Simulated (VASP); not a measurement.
# SiC (a.bA) (F-43m) in VASP: notebook

The runs below take SiC (a.bA) through single point, with PBEsol.

All numbers are computed with VASP 6.6.1; they aren't measurements. Logs are shortened: lines on timing, memory, paths and dates and some standing lists are left out, and cuts for length are marked.

### Step 1. The cell of the first run

It takes space group F-43m (No. 216, cubic). Conventional cell: a = 4.357 Å, b = 4.357 Å, c = 4.357 Å, α = 90.00°, β = 90.00°, γ = 90.00°. Si (site symmetry -43m) has 4 C at 1.89 Å within 2.5 Å. Within 2.5 Å of C (site symmetry -43m) lie 4 Si at 1.89 Å.

### Step 2. Single point, PBEsol

Contents of INCAR:

```
SYSTEM = SiC
ALGO     = Normal         ! electronic algorithm
EDIFF    = 1E-6           ! SCF threshold, eV
ENCUT    = 600            ! plane-wave cutoff, eV
GGA      = PS             ! functional
GGA_COMPAT= .FALSE.      
ISIF     = 2              ! what is computed and relaxed
ISMEAR   = 0              ! smearing method
LASPH    = .TRUE.         ! aspherical terms in the spheres
LCHARG   = .FALSE.        ! write CHGCAR
LREAL    = .FALSE.        ! projectors in reciprocal space
LWAVE    = .FALSE.        ! write WAVECAR
NBANDS   = 11             ! bands
NELM     = 120            ! most SCF steps
PREC     = Accurate       ! precision mode
SIGMA    = 0.02           ! smearing width, eV
```

Contents of KPOINTS:

```
k-points
0
G
  10 10 10
  0 0 0
```

Contents of POSCAR:

```
SiC
1.0
    0.0000000000      2.1784576213      2.1784576213
    2.1784576213      0.0000000000      2.1784576213
    2.1784576213      2.1784576213      0.0000000000
Si C
1 1
Direct
    0.0000000000      0.0000000000      0.0000000000
    0.2500000000      0.2500000000      0.2500000000
```

Potentials or basis: VASP PAW PBE potentials, release 64 (Si, C).

The run is started by

```
cat potpaw_PBE.64/Si/POTCAR potpaw_PBE.64/C/POTCAR > POTCAR
mpirun -np 1 vasp_std > vasp.out
```

OUTCAR:

```text
SYSTEM = SiC
   EDIFF = 1E-6
   ENCUT = 600
   GGA = PS
   ISIF = 2
   ISMEAR = 0
   LASPH = .TRUE.
   LREAL = .FALSE.
   NELM = 120
   PREC = Accurate

 ion  position               nearest neighbor table
   1  0.000  0.000  0.000-   2 1.89   2 1.89   2 1.89   2 1.89
   2  0.250  0.250  0.250-   1 1.89   1 1.89   1 1.89   1 1.89

  LATTYP: Found a face centered cubic cell.
 ALAT       =     4.3569152426

  Lattice vectors:

 A1 = (   0.0000000000,   2.1784576213,   2.1784576213)
 A2 = (   2.1784576213,   0.0000000000,   2.1784576213)
 A3 = (   2.1784576213,   2.1784576213,   0.0000000000)

Analysis of symmetry for initial positions (statically):
=====================================================================
 Subroutine PRICEL returns:
 Original cell was already a primitive cell.

 Routine SETGRP: Setting up the symmetry group for a
 face centered cubic supercell.

 Subroutine GETGRP returns: Found 24 space group operations
 (whereof 24 operations were pure point group operations)
 out of a pool of 48 trial point group operations.

The static configuration has the point symmetry T_d .

Analysis of symmetry for dynamics (positions and initial velocities):
=====================================================================
 Subroutine PRICEL returns:
 Original cell was already a primitive cell.

 Routine SETGRP: Setting up the symmetry group for a
 face centered cubic supercell.

 Subroutine GETGRP returns: Found 24 space group operations
 (whereof 24 operations were pure point group operations)
 out of a pool of 48 trial point group operations.

The dynamic configuration has the point symmetry T_d .

 Subroutine INISYM returns: Found 24 space group operations
 (whereof 24 operations are pure point group operations),
 and found     1 'primitive' translations

----------------------------------------------------------------------------------------

                                     Primitive cell

  volume of cell :      20.6765

  direct lattice vectors                    reciprocal lattice vectors
     0.000000000  2.178457621  2.178457621    -0.229520187  0.229520187  0.229520187
     2.178457621  0.000000000  2.178457621     0.229520187 -0.229520187  0.229520187
     2.178457621  2.178457621  0.000000000     0.229520187  0.229520187 -0.229520187

  length of vectors
     3.080804313  3.080804313  3.080804313     0.397540625  0.397540625  0.397540625

  position of ions in fractional coordinates (direct lattice)
     0.000000000  0.000000000  0.000000000
     0.250000000  0.250000000  0.250000000

  ion indices of the primitive-cell ions
[... 85 lines left out ...]
   PSTRESS=    0.0 pullay stress
   NELECT =       8.0000    total number of electrons
   NUPDOWN=      -1.0000    fix difference up-down
   EMIN   =  10.00;   EMAX   =-10.00  energy-range for DOS
   EFERMI =   0.00;   METHOD = LEGACY
   ISMEAR =     0;   SIGMA  =   0.02  broadening in eV -4-tet -1-fermi 0-gaus
   EFERMI_NEDOS =   21; number of points for ismear=-14 and -15
   IALGO  =     38    algorithm
   IMIX   =      4    mixing-type and parameters
     AMIX     =   0.40;   BMIX     =  1.00
     AMIX_MAG =   1.60;   BMIX_MAG =  1.00
  volume/ion in A,a.u.               =      10.34        69.77
  Fermi-wavevector in a.u.,A,eV,Ry     =   1.192923  2.254297 19.361976  1.423065
  Thomas-Fermi vector in A             =   2.328950
   LORBIT       =      0    0 simple, 1 ext, 2 COOP (PROOUT), +10 PAW based schemes
   GGA     = PS    functional components
   LHFCALC =     F    Hartree Fock is set to
   AEXX    =    0.0000 exact exchange contribution
   IVDW    =     0    specifies the selected vdW correction
   LEPSILON=     F    determine dielectric tensor
   LRPA    =     F    only Hartree local field effects (RPA)
 non-spin polarized calculation
 Gauss-broadening in eV      SIGMA  =   0.02
  energy-cutoff  :      600.00
  volume of cell :       20.68
 maximum number of plane-waves:       701
 NGX is ok and might be reduce to    28
   NGX = 13   NGY = 13   NGZ = 13

 number of electron       8.0000000 magnetization

 Free energy of the ion-electron system (eV)
  ---------------------------------------------------
  ext. energy  EPLUGINS =         0.00000000
  ---------------------------------------------------
  free energy    TOTEN  =       -15.91609687 eV

  energy without entropy =      -15.91609687  energy(sigma->0) =      -15.91609687

 E-fermi :   8.1820     XC(G=0): -11.5081

 val. band max:        8.0643077870   @ k =   0.0000   0.0000   0.0000
 cond. band min:       9.2978266751   @ k =   0.5000   0.5000   0.0000
 fundamental gap:      1.2335188881
 Fermi energy:         8.1820380213

 k-point     1 :       0.0000    0.0000    0.0000
  band No.  band energies     occupation
      1      -7.3656      2.00000
      2       8.0643      2.00000
      3       8.0643      2.00000
      4       8.0643      2.00000
      5      14.2598      0.00000
      6      15.3126      0.00000
      7      15.3126      0.00000
      8      15.3126      0.00000
      9      22.5257      0.00000
     10      22.5257      0.00000
     11      24.3388      0.00000
[... 309 lines left out ...]
 k-point    24 :       0.4000    0.3000    0.0000
  band No.  band energies     occupation
      1      -4.2040      2.00000
      2       2.4774      2.00000
      3       4.8789      2.00000
      4       5.4170      2.00000
      5      10.8217      0.00000
      6      13.5796      0.00000
      7      19.6254      0.00000
      8      19.9342      0.00000
      9      21.7500      0.00000
     10      26.0855      0.00000
     11      29.2445      0.00000

 [... further k-points ...]

------------------------ aborting loop because EDIFF is reached ----------------------------------------

  FORCE on cell =-STRESS in cart. coord.  units (eV):
  Direction    XX          YY          ZZ          XY          YZ          ZX
  --------------------------------------------------------------------------------------
  -------------------------------------------------------------------------------------
  Total        0.0269145      0.0269145      0.0269145      0.0000000      0.0000000     -0.0000000
  in kB        2.0855412      2.0855412      2.0855412      0.0000000      0.0000000     -0.0000000
  external PRESSURE =       2.0855412 kB  Pullay stress =       0.0000000 kB

 VOLUME and BASIS-vectors are now :
 -----------------------------------------------------------------------------
  energy-cutoff  :      600.00
  volume of cell :       20.68
      direct lattice vectors                 reciprocal lattice vectors
     0.000000000  2.178457621  2.178457621    -0.229520187  0.229520187  0.229520187
     2.178457621  0.000000000  2.178457621     0.229520187 -0.229520187  0.229520187
     2.178457621  2.178457621  0.000000000     0.229520187  0.229520187 -0.229520187

 POSITION                                       TOTAL-FORCE (eV/Angst)
 -----------------------------------------------------------------------------------
      0.00000      0.00000      0.00000        -0.000000     -0.000000     -0.000000
      1.08923      1.08923      1.08923         0.000000      0.000000      0.000000
 -----------------------------------------------------------------------------------
    total drift:                               -0.000000     -0.000000     -0.000000

  FREE ENERGIE OF THE ION-ELECTRON SYSTEM (eV)
  ---------------------------------------------------
  free  energy   TOTEN  =       -15.9160968684 eV

  energy  without entropy=      -15.9160968684  energy(sigma->0) =      -15.91609687
```

It took 30 s on 1 thread of Intel Xeon 8259CL, shared host; peak memory 0.15 GiB.

What came out:

```yaml
Free_energy: -15.9161 eV
Pressure: 0.2 GPa
Band_gap_on_the_k_mesh: 1.23 eV, indirect (least direct gap 4.44 eV)
```

Caveat: the PAW data sets were made with another functional, which shifts forces and pressure a little.

### Step 3. Single point, PBEsol

Contents of INCAR:

```
ALGO = Normal
EDIFF = 1E-6
ENCUT = 600
GGA = PS
GGA_COMPAT = False
ISIF = 2
ISMEAR = 0
LASPH = True
LCHARG = False
LREAL = False
LWAVE = False
NBANDS = 11
NELM = 120
PREC = Accurate
SIGMA = 0.02
```

Contents of KPOINTS:

```
k-points
0
Gamma
  10 10 10
```

POSCAR is that of step 2.

Potentials or basis: VASP PAW PBE potentials, release 64 (Si, C).

The run is started by

```
cat potpaw_PBE.64/Si/POTCAR potpaw_PBE.64/C/POTCAR > POTCAR
mpirun -np 1 vasp_std > vasp.out
```

OUTCAR:

```text
EDIFF = 1E-6
   ENCUT = 600
   GGA = PS
   ISIF = 2
   ISMEAR = 0
   LASPH = True
   LREAL = False
   NELM = 120
   PREC = Accurate

 ion  position               nearest neighbor table
   1  0.000  0.000  0.000-   2 1.89   2 1.89   2 1.89   2 1.89
   2  0.250  0.250  0.250-   1 1.89   1 1.89   1 1.89   1 1.89

  LATTYP: Found a face centered cubic cell.
 ALAT       =     4.3569152426

  Lattice vectors:

 A1 = (   0.0000000000,   2.1784576213,   2.1784576213)
 A2 = (   2.1784576213,   0.0000000000,   2.1784576213)
[... 513 lines left out ...]
      6      13.5796      0.00000
      7      19.6254      0.00000
      8      19.9342      0.00000
      9      21.7500      0.00000
     10      26.0855      0.00000
     11      29.2445      0.00000

 [... further k-points ...]
[... 5 lines left out ...]
  --------------------------------------------------------------------------------------
  -------------------------------------------------------------------------------------
  Total        0.0269145      0.0269145      0.0269145      0.0000000      0.0000000     -0.0000000
  in kB        2.0855412      2.0855412      2.0855412      0.0000000      0.0000000     -0.0000000
  external PRESSURE =       2.0855412 kB  Pullay stress =       0.0000000 kB

 VOLUME and BASIS-vectors are now :
 -----------------------------------------------------------------------------
  energy-cutoff  :      600.00
  volume of cell :       20.68
      direct lattice vectors                 reciprocal lattice vectors
     0.000000000  2.178457621  2.178457621    -0.229520187  0.229520187  0.229520187
     2.178457621  0.000000000  2.178457621     0.229520187 -0.229520187  0.229520187
     2.178457621  2.178457621  0.000000000     0.229520187  0.229520187 -0.229520187

 POSITION                                       TOTAL-FORCE (eV/Angst)
 -----------------------------------------------------------------------------------
      0.00000      0.00000      0.00000        -0.000000     -0.000000     -0.000000
      1.08923      1.08923      1.08923         0.000000      0.000000      0.000000
 -----------------------------------------------------------------------------------
    total drift:                               -0.000000     -0.000000     -0.000000

  FREE ENERGIE OF THE ION-ELECTRON SYSTEM (eV)
  ---------------------------------------------------
  free  energy   TOTEN  =       -15.9160968684 eV

  energy  without entropy=      -15.9160968684  energy(sigma->0) =      -15.91609687
```

stdout:

```text
POSCAR found type information on POSCAR SiC
 POSCAR found :  2 types and       2 ions
 scaLAPACK will be used
 -----------------------------------------------------------------------------
|                                                                             |
|                                                                             |
|     You enforced a specific xc type in the INCAR file but a different       |
|     I HOPE YOU KNOW WHAT YOU ARE DOING!                                     |
|                                                                             |
 -----------------------------------------------------------------------------

 LDA part: xc-table for (Slater+PW92), standard interpolation
 POSCAR, INCAR and KPOINTS ok, starting setup
 FFT: planning ... GRIDC
 FFT: planning ... GRID_SOFT
 FFT: planning ... GRID
 WAVECAR not read
 entering main loop
```

It took 31 s on 1 thread of Intel Xeon 8259CL, shared host; peak memory 0.15 GiB.

Results:

| Quantity | Value |
| --- | --- |
| Free energy | -15.9161 eV |
| Pressure | 0.2 GPa |
| Band gap on the k mesh | 1.23 eV, indirect (least direct gap 4.44 eV) |

Levels at points of the mesh, in eV from the valence-band top:
```tsv
k point	band 1	band 2	band 3	band 4	band 5	band 6	band 7	band 8	band 9
(0.00, 0.00, 0.00)	-15.43	0.00	0.00	0.00	6.20	7.25	7.25	7.25	14.46
(0.50, 0.00, 0.00)	-11.82	-8.60	-1.06	-1.06	5.38	7.14	7.14	9.92	16.02
(0.50, 0.50, 0.00)	-10.36	-7.84	-3.21	-3.21	1.23	4.20	13.96	13.96	14.69
```

Caveat: the PAW data sets were made with another functional, which shifts forces and pressure a little.
